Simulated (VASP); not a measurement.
# MgS (Pm-3n) in VASP: a series of runs, part 2 of 2

VASP 6.6.1. The steps go on from the part before.

### Step 4. Single point, PBE

This run uses another cell than the first one, of 28.40 Å³/atom.

The input, INCAR:

```
PREC = Accurate ; ENCUT = 520
EDIFF = 1E-6 ; ISMEAR = 0
SIGMA = 0.02 ; LREAL = F
LASPH = T ; NELM = 60
ALGO = Normal ; ISIF = 2
LWAVE = F ; LCHARG = F
GGA = PE ; NBANDS = 36
```

The input, KPOINTS:

```
regular mesh
0
Gamma
  4 4 4
```

The input, POSCAR:

```
MgS
1.0
    6.9851613685      0.0000000000      0.0000000000
    0.0000000000      6.9851613685      0.0000000000
    0.0000000000      0.0000000000      6.9851613685
Mg S
6 6
Direct
    0.5000000000      0.0000000000      0.7500000000
    0.7500000000      0.5000000000      0.0000000000
    0.0000000000      0.7500000000      0.5000000000
    0.5000000000      0.0000000000      0.2500000000
    0.2500000000      0.5000000000      0.0000000000
    0.0000000000      0.2500000000      0.5000000000
    0.0000000000      0.5000000000      0.7500000000
    0.7500000000      0.0000000000      0.5000000000
    0.5000000000      0.7500000000      0.0000000000
    0.0000000000      0.5000000000      0.2500000000
    0.2500000000      0.0000000000      0.5000000000
    0.5000000000      0.2500000000      0.0000000000
```

Potentials or basis: VASP PAW PBE potentials, release 64 (Mg, S).

Started as:

```bash
$ cat potpaw_PBE.64/Mg/POTCAR potpaw_PBE.64/S/POTCAR > POTCAR
$ mpirun -np 1 vasp_std > vasp.out
```

OUTCAR:

```text
PREC = Accurate
   ENCUT = 520
   EDIFF = 1E-6
   ISMEAR = 0
   LREAL = F
   LASPH = T
   NELM = 60
   ISIF = 2
   GGA = PE

 ion  position               nearest neighbor table
   1  0.500  0.000  0.750-   8 2.47   9 2.47  11 2.47  12 2.47   4 3.49   4 3.49
   2  0.750  0.500  0.000-   7 2.47   9 2.47  10 2.47  12 2.47   5 3.49   5 3.49
   3  0.000  0.750  0.500-   7 2.47   8 2.47  10 2.47  11 2.47   6 3.49   6 3.49
   4  0.500  0.000  0.250-   8 2.47   9 2.47  11 2.47  12 2.47   1 3.49   1 3.49
   5  0.250  0.500  0.000-   7 2.47   9 2.47  10 2.47  12 2.47   2 3.49   2 3.49
   6  0.000  0.250  0.500-   7 2.47   8 2.47  10 2.47  11 2.47   3 3.49   3 3.49
   7  0.000  0.500  0.750-   2 2.47   3 2.47   5 2.47   6 2.47
   8  0.750  0.000  0.500-   1 2.47   3 2.47   4 2.47   6 2.47
   9  0.500  0.750  0.000-   1 2.47   2 2.47   4 2.47   5 2.47
  10  0.000  0.500  0.250-   2 2.47   3 2.47   5 2.47   6 2.47
  11  0.250  0.000  0.500-   1 2.47   3 2.47   4 2.47   6 2.47
  12  0.500  0.250  0.000-   1 2.47   2 2.47   4 2.47   5 2.47

  LATTYP: Found a simple cubic cell.
 ALAT       =     6.9851613685

  Lattice vectors:

 A1 = (   6.9851613685,   0.0000000000,   0.0000000000)
 A2 = (   0.0000000000,   6.9851613685,   0.0000000000)
 A3 = (   0.0000000000,   0.0000000000,   6.9851613685)

Analysis of symmetry for initial positions (statically):
=====================================================================
 Subroutine PRICEL returns:
 Original cell was already a primitive cell.

 Routine SETGRP: Setting up the symmetry group for a
 simple cubic supercell.

 Subroutine GETGRP returns: Found 48 space group operations
 (whereof 24 operations were pure point group operations)
 out of a pool of 48 trial point group operations.

The static configuration has the point symmetry T_h .
 The point group associated with its full space group is O_h .

Analysis of symmetry for dynamics (positions and initial velocities):
=====================================================================
[... 148 lines left out ...]
 Gauss-broadening in eV      SIGMA  =   0.02
  energy-cutoff  :      520.00
  volume of cell :      340.82
 maximum number of plane-waves:      9220
 NGX is ok and might be reduce to    54
   NGX = 25   NGY = 25   NGZ = 25

 number of electron      47.9999996 magnetization

 Free energy of the ion-electron system (eV)
  ---------------------------------------------------
  ext. energy  EPLUGINS =         0.00000000
  ---------------------------------------------------
  free energy    TOTEN  =       -50.02684549 eV

  energy without entropy =      -50.02684549  energy(sigma->0) =      -50.02684549

 E-fermi :   0.1304     XC(G=0):  -7.1946

 val. band max:        0.0043272990   @ k =   0.0000   0.0000   0.0000
 cond. band min:       3.0445443636   @ k =   0.0000   0.0000   0.0000
 fundamental gap:      3.0402170646
 Fermi energy:         0.1304174202

 k-point     1 :       0.0000    0.0000    0.0000
  band No.  band energies     occupation
      1     -11.4164      2.00000
      2     -11.0073      2.00000
      3     -11.0073      2.00000
      4     -10.4768      2.00000
      5     -10.4768      2.00000
      6     -10.4768      2.00000
[... 379 lines left out ...]
     35       6.3629      0.00000
     36       6.3629      0.00000

------------------------ aborting loop because EDIFF is reached ----------------------------------------

  FORCE on cell =-STRESS in cart. coord.  units (eV):
  Direction    XX          YY          ZZ          XY          YZ          ZX
  --------------------------------------------------------------------------------------
  -------------------------------------------------------------------------------------
  Total       -0.2491699     -0.2491699     -0.2491699      0.0000000      0.0000000      0.0000000
  in kB       -1.1713235     -1.1713235     -1.1713235      0.0000000      0.0000000      0.0000000
  external PRESSURE =      -1.1713235 kB  Pullay stress =       0.0000000 kB

 VOLUME and BASIS-vectors are now :
 -----------------------------------------------------------------------------
  energy-cutoff  :      520.00
  volume of cell :      340.82
      direct lattice vectors                 reciprocal lattice vectors
     6.985161369  0.000000000  0.000000000     0.143160615  0.000000000  0.000000000
     0.000000000  6.985161369  0.000000000     0.000000000  0.143160615  0.000000000
     0.000000000  0.000000000  6.985161369     0.000000000  0.000000000  0.143160615

 POSITION                                       TOTAL-FORCE (eV/Angst)
 -----------------------------------------------------------------------------------
      3.49258      0.00000      5.23887        -0.000000     -0.000000      0.000000
      5.23887      3.49258      0.00000        -0.000000     -0.000000     -0.000000
      0.00000      5.23887      3.49258        -0.000000      0.000000      0.000000
      3.49258      0.00000      1.74629        -0.000000     -0.000000     -0.000000
      1.74629      3.49258      0.00000         0.000000     -0.000000      0.000000
      0.00000      1.74629      3.49258        -0.000000     -0.000000     -0.000000
      0.00000      3.49258      5.23887        -0.000000     -0.000000      0.000000
      5.23887      0.00000      3.49258         0.000000      0.000000      0.000000
      3.49258      5.23887      0.00000         0.000000     -0.000000      0.000000
      0.00000      3.49258      1.74629        -0.000000     -0.000000     -0.000000
      1.74629      0.00000      3.49258        -0.000000     -0.000000     -0.000000
      3.49258      1.74629      0.00000        -0.000000      0.000000     -0.000000
 -----------------------------------------------------------------------------------
    total drift:                                0.000000      0.000000     -0.000000

  FREE ENERGIE OF THE ION-ELECTRON SYSTEM (eV)
  ---------------------------------------------------
  free  energy   TOTEN  =       -50.0268454930 eV

  energy  without entropy=      -50.0268454930  energy(sigma->0) =      -50.02684549
```

stdout:

```text
POSCAR found type information on POSCAR MgS
 POSCAR found :  2 types and      12 ions
 scaLAPACK will be used
 LDA part: xc-table for (Slater+PW92), standard interpolation
 POSCAR, INCAR and KPOINTS ok, starting setup
 FFT: planning ... GRIDC
 FFT: planning ... GRID_SOFT
 FFT: planning ... GRID
 WAVECAR not read
 entering main loop
```

Run time: 3.7 min. Hardware: 1 thread of Intel Xeon Platinum 8375C at 2.90GHz (Ice Lake), shared host; peak memory 0.4 GiB.

Results:

```
Free energy            : -50.0268 eV
Pressure               : -0.1 GPa
Band gap on the k mesh : 3.04 eV
```

Levels at points of the mesh, in eV from the valence-band top:
```
           k point  band 22  band 23  band 24  band 25  band 26  band 27
(0.00, 0.00, 0.00)     0.00     0.00     0.00     3.04     4.75     4.75
(0.50, 0.00, 0.00)    -0.63    -0.02    -0.02     4.33     4.33     4.67
(0.50, 0.50, 0.00)    -0.66    -0.54    -0.03     4.43     5.02     5.02
(0.50, 0.50, 0.50)    -0.88    -0.88    -0.88     5.74     5.74     5.74
```

A k mesh can miss the band edges.

### Step 5. Relaxation of cell and atoms, PBE

The input, INCAR:

```
PREC = Accurate
ENCUT = 600
EDIFF = 1E-6
ISMEAR = 0
SIGMA = 0.1
LREAL = F
LASPH = T
NELM = 80
ALGO = Normal
ISIF = 3
LWAVE = F
LCHARG = F
GGA = PE
IBRION = 2
NSW = 90
EDIFFG = -0.04
```

KPOINTS is that of step 4.

Changes to POSCAR since step 4:

```diff
@@ -2,5 +2,5 @@
 1.0
-    6.9851613685      0.0000000000      0.0000000000
-    0.0000000000      6.9851613685      0.0000000000
-    0.0000000000      0.0000000000      6.9851613685
+    6.7064835600      0.0000000000      0.0000000000
+    0.0000000000      6.7064835600      0.0000000000
+    0.0000000000      0.0000000000      6.7064835600
 Mg S
```

Potentials or basis: VASP PAW PBE potentials, release 64 (Mg, S).

Started as:

```bash
$ cat potpaw_PBE.64/Mg/POTCAR potpaw_PBE.64/S/POTCAR > POTCAR
$ mpirun -np 1 vasp_std > vasp.out
```

OUTCAR:

```text
PREC = Accurate
   ENCUT = 600
   EDIFF = 1E-6
   ISMEAR = 0
   LREAL = F
   LASPH = T
   NELM = 80
   ISIF = 3
   GGA = PE
   IBRION = 2
   NSW = 90
   EDIFFG = -0.04

 ion  position               nearest neighbor table
   1  0.500  0.000  0.750-   8 2.37   9 2.37  11 2.37  12 2.37   4 3.35   4 3.35
   2  0.750  0.500  0.000-   7 2.37   9 2.37  10 2.37  12 2.37   5 3.35   5 3.35
   3  0.000  0.750  0.500-   7 2.37   8 2.37  10 2.37  11 2.37   6 3.35   6 3.35
   4  0.500  0.000  0.250-   8 2.37   9 2.37  11 2.37  12 2.37   1 3.35   1 3.35
   5  0.250  0.500  0.000-   7 2.37   9 2.37  10 2.37  12 2.37   2 3.35   2 3.35
   6  0.000  0.250  0.500-   7 2.37   8 2.37  10 2.37  11 2.37   3 3.35   3 3.35
   7  0.000  0.500  0.750-   2 2.37   3 2.37   5 2.37   6 2.37
   8  0.750  0.000  0.500-   1 2.37   3 2.37   4 2.37   6 2.37
   9  0.500  0.750  0.000-   1 2.37   2 2.37   4 2.37   5 2.37
  10  0.000  0.500  0.250-   2 2.37   3 2.37   5 2.37   6 2.37
  11  0.250  0.000  0.500-   1 2.37   3 2.37   4 2.37   6 2.37
  12  0.500  0.250  0.000-   1 2.37   2 2.37   4 2.37   5 2.37

  LATTYP: Found a simple cubic cell.
 ALAT       =     6.7064835600

  Lattice vectors:

 A1 = (   6.7064835600,   0.0000000000,   0.0000000000)
 A2 = (   0.0000000000,   6.7064835600,   0.0000000000)
 A3 = (   0.0000000000,   0.0000000000,   6.7064835600)

Analysis of symmetry for initial positions (statically):
=====================================================================
 Subroutine PRICEL returns:
 Original cell was already a primitive cell.

 Routine SETGRP: Setting up the symmetry group for a
 simple cubic supercell.

 Subroutine GETGRP returns: Found 48 space group operations
 (whereof 24 operations were pure point group operations)
 out of a pool of 48 trial point group operations.

The static configuration has the point symmetry T_h .
 The point group associated with its full space group is O_h .

Analysis of symmetry for dynamics (positions and initial velocities):
=====================================================================
 Subroutine PRICEL returns:
[... 125 lines left out ...]
   PSTRESS=    0.0 pullay stress
   NELECT =      48.0000    total number of electrons
   NUPDOWN=      -1.0000    fix difference up-down
   EMIN   =  10.00;   EMAX   =-10.00  energy-range for DOS
   EFERMI =   0.00;   METHOD = LEGACY
   ISMEAR =     0;   SIGMA  =   0.10  broadening in eV -4-tet -1-fermi 0-gaus
   EFERMI_NEDOS =   21; number of points for ismear=-14 and -15
   IALGO  =     38    algorithm
   IMIX   =      4    mixing-type and parameters
     AMIX     =   0.40;   BMIX     =  1.00
     AMIX_MAG =   1.60;   BMIX_MAG =  1.00
  volume/ion in A,a.u.               =      25.14       169.63
  Fermi-wavevector in a.u.,A,eV,Ry     =   0.887143  1.676458 10.708098  0.787023
  Thomas-Fermi vector in A             =   2.008402
   LORBIT       =      0    0 simple, 1 ext, 2 COOP (PROOUT), +10 PAW based schemes
   GGA     = PE    functional components
   LHFCALC =     F    Hartree Fock is set to
   AEXX    =    0.0000 exact exchange contribution
   IVDW    =     0    specifies the selected vdW correction
   LEPSILON=     F    determine dielectric tensor
   LRPA    =     F    only Hartree local field effects (RPA)
 conjugate gradient relaxation of ions
 non-spin polarized calculation
 Gauss-broadening in eV      SIGMA  =   0.10
  energy-cutoff  :      600.00
  volume of cell :      301.64
 maximum number of plane-waves:     10096
 NGX is ok and might be reduce to    54
   NGX = 27   NGY = 27   NGZ = 27

--------------------------------------- Ionic step        1  -------------------------------------------

 number of electron      48.0000005 magnetization

 Free energy of the ion-electron system (eV)
  ---------------------------------------------------
  ext. energy  EPLUGINS =         0.00000000
  ---------------------------------------------------
  free energy    TOTEN  =       -49.29115227 eV

  energy without entropy =      -49.29115227  energy(sigma->0) =      -49.29115227

------------------------ aborting loop because EDIFF is reached ----------------------------------------

  FORCE on cell =-STRESS in cart. coord.  units (eV):
  Direction    XX          YY          ZZ          XY          YZ          ZX
  --------------------------------------------------------------------------------------
  -------------------------------------------------------------------------------------
  Total       12.8092020     12.8092020     12.8092020     -0.0000000      0.0000000     -0.0000000
  in kB       68.0374554     68.0374554     68.0374554     -0.0000000      0.0000000     -0.0000000
  external PRESSURE =      68.0374554 kB  Pullay stress =       0.0000000 kB
[... 79 lines left out ...]
--------------------------------------- Ionic step        3  -------------------------------------------

 number of electron      47.9999994 magnetization

 Free energy of the ion-electron system (eV)
  ---------------------------------------------------
  ext. energy  EPLUGINS =         0.00000000
  ---------------------------------------------------
  free energy    TOTEN  =       -50.02674299 eV

  energy without entropy =      -50.02674299  energy(sigma->0) =      -50.02674299

 E-fermi :   0.5003     XC(G=0):  -7.2055

 val. band max:        0.0224760987   @ k =   0.0000   0.0000   0.0000
 cond. band min:       3.0701071387   @ k =   0.0000   0.0000   0.0000
 fundamental gap:      3.0476310400
 Fermi energy:         0.5002673054

 k-point     1 :       0.0000    0.0000    0.0000
  band No.  band energies     occupation
      1     -11.4097      2.00000
      2     -10.9977      2.00000
      3     -10.9977      2.00000
      4     -10.4639      2.00000
      5     -10.4639      2.00000
      6     -10.4639      2.00000
[... 368 lines left out ...]
  FREE ENERGIE OF THE ION-ELECTRON SYSTEM (eV)
  ---------------------------------------------------
  free  energy   TOTEN  =       -50.0267429850 eV

  energy  without entropy=      -50.0267429850  energy(sigma->0) =      -50.02674299

 reached required accuracy - stopping structural energy minimisation
```

It took 8.1 min on 1 thread of Intel Xeon Platinum 8375C at 2.90GHz (Ice Lake), shared host; peak memory 0.46 GiB.

What came out:

* Free energy: -50.0267 eV
* Relaxed volume: 28.31 Å³/atom
* Relaxed cell: a = 6.978 Å, b = 6.978 Å, c = 6.978 Å, α = 90.00°, β = 90.00°, γ = 90.00°
* Space group after relaxing (to 0.1 Å): Pm-3n (No. 223)
* Energy gained by relaxing: 61.3 meV/atom
* Ionic steps: 3
* Pressure after relaxing: 0.0 GPa
* Band gap on the k mesh: 3.05 eV

The path:
```tsv
step	energy change (eV)	largest force (eV/Å)	pressure (GPa)	volume (Å³)
1	0.0000	0.0000	6.80	301.64
2	-0.6909	0.0000	-1.30	350.68
3	-0.7356	0.0000	0.03	339.74
```

Final structure:
```cif
data_structure
_symmetry_space_group_name_H-M 'P 1'
_symmetry_Int_Tables_number 1
_cell_length_a 6.9777
_cell_length_b 6.9777
_cell_length_c 6.9777
_cell_angle_alpha 90.000
_cell_angle_beta 90.000
_cell_angle_gamma 90.000
_cell_volume 339.74
loop_
_atom_site_label
_atom_site_type_symbol
_atom_site_fract_x
_atom_site_fract_y
_atom_site_fract_z
_atom_site_occupancy
Mg1 Mg 0.50000 0.00000 0.75000 1
Mg2 Mg 0.75000 0.50000 0.00000 1
Mg3 Mg 0.00000 0.75000 0.50000 1
Mg4 Mg 0.50000 0.00000 0.25000 1
Mg5 Mg 0.25000 0.50000 0.00000 1
Mg6 Mg 0.00000 0.25000 0.50000 1
S1 S 0.00000 0.50000 0.75000 1
S2 S 0.75000 0.00000 0.50000 1
S3 S 0.50000 0.75000 0.00000 1
S4 S 0.00000 0.50000 0.25000 1
S5 S 0.25000 0.00000 0.50000 1
S6 S 0.50000 0.25000 0.00000 1
```

Levels at points of the mesh, in eV from the valence-band top:
| k point | band 22 | band 23 | band 24 | band 25 | band 26 | band 27 |
| --- | --- | --- | --- | --- | --- | --- |
| (0.00, 0.00, 0.00) | 0.00 | 0.00 | 0.00 | 3.05 | 4.76 | 4.76 |
| (0.50, 0.00, 0.00) | -0.63 | -0.02 | -0.02 | 4.33 | 4.33 | 4.68 |
| (0.50, 0.50, 0.00) | -0.67 | -0.54 | -0.03 | 4.43 | 5.02 | 5.02 |
| (0.50, 0.50, 0.50) | -0.89 | -0.89 | -0.89 | 5.74 | 5.74 | 5.74 |

### Step 6. Overview

```tsv
task	cell	cutoff (eV)	smearing	gap on the mesh (eV)	pressure (GPa)
single point	a = 6.706 Å, 12 atoms	520	gaussian 0.1 eV	3.28	6.8
single point	a = 6.968 Å, 12 atoms	520	gaussian 0.1 eV	3.06	0.2
single point	a = 6.985 Å, 12 atoms	520	gaussian 0.02 eV	3.04	-0.1
relaxation of cell and atoms	relaxed from a = 6.706 Å, 12 atoms	600	gaussian 0.1 eV	3.05	0.0
```

Alike in all rows: level PBE; potentials or basis VASP PAW PBE potentials, release 64 (Mg, S); no spin polarisation; k mesh 4 × 4 × 4.

Caveats: the cell stands under pressure (at least some runs).

Absolute energies hang on the potentials; compare differences alone.
